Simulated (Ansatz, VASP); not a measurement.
# Ge in VASP and in Ansatz

Contents of POSCAR:

```
Ge
1.0
    3.9975860000      0.0000000000      0.0000000000
   -1.9987930000      3.4620110000      0.0000000000
    0.0000000000      0.0000000000      6.5993780000
Ge
4
Direct
    0.6666666667      0.3333333333      0.0629010000
    0.3333333333      0.6666666667      0.5629010000
    0.6666666667      0.3333333333      0.4370990000
    0.3333333333      0.6666666667      0.9370990000
```

The input INCAR.step1:

```
PREC = Accurate
ENCUT = 520
ISMEAR = 1
SIGMA = 0.15
LREAL = False
LASPH = True
NELM = 60
NBANDS = 36
GGA = PE
ALGO = Normal
EDIFF = 1E-4
LWAVE = True
LCHARG = False
```

Contents of INCAR.step2:

```
PREC = Accurate
ENCUT = 520
EDIFF = 1E-6
ISMEAR = 1
SIGMA = 0.15
LREAL = False
LASPH = True
NELM = 60
ALGO = Normal
ISIF = 2
LWAVE = False
LCHARG = True
METAGGA = R2SCAN
LMIXTAU = True
LELF = True
LVHAR = True
NBANDS = 36
ISTART = 1
```

KPOINTS

```
regular mesh
0
Gamma
  7 7 4
```

Input for Ansatz:

```yaml
crystal:
  lattice:
    - [3.997586, 0.0, 0.0]
    - [-1.998793, 3.462011, 0.0]
    - [0.0, 0.0, 6.599378]
  atoms:
    - { symbol: Ge, position: [0.6666666666666666, 0.3333333333333333, 0.062901] }
    - { symbol: Ge, position: [0.3333333333333333, 0.6666666666666666, 0.562901] }
    - { symbol: Ge, position: [0.6666666666666666, 0.3333333333333333, 0.437099] }
    - { symbol: Ge, position: [0.3333333333333333, 0.6666666666666666, 0.937099] }
basis:
  ecutwfc: 600.0
kpoints:
  mp_grid:
    grid: [7, 7, 4]
hamiltonian:
  xc: r2scan
  pseudopotentials:
    kind: paw
scf:
  occupations:
    method: methfessel_paxton
    width: 0.15
output:
  stress: true
```

Alike in both runs: task single point; functional r2SCAN; k mesh 7 × 7 × 4; occupations methfessel-paxton of order 1, width 0.15 eV; no spin polarisation.

```csv
,VASP,Ansatz
version,VASP 6.6.1,Ansatz 0.2.0
potentials or method,"VASP PAW PBE potentials, release 64 (Ge_d), cutoff 520 eV","plane waves, PAW"
valence electrons in the cell,56,56
```

Ansatz gave:

- pressure (GPa): -0.1
- traceless stress, the component that is largest in VASP (GPa): -0.08

Estimate VASP's values.

pressure (GPa): 0.0; traceless stress, the component that is largest in VASP (GPa): -0.07.

VASP's potentials were made for PBE, not for r2SCAN.
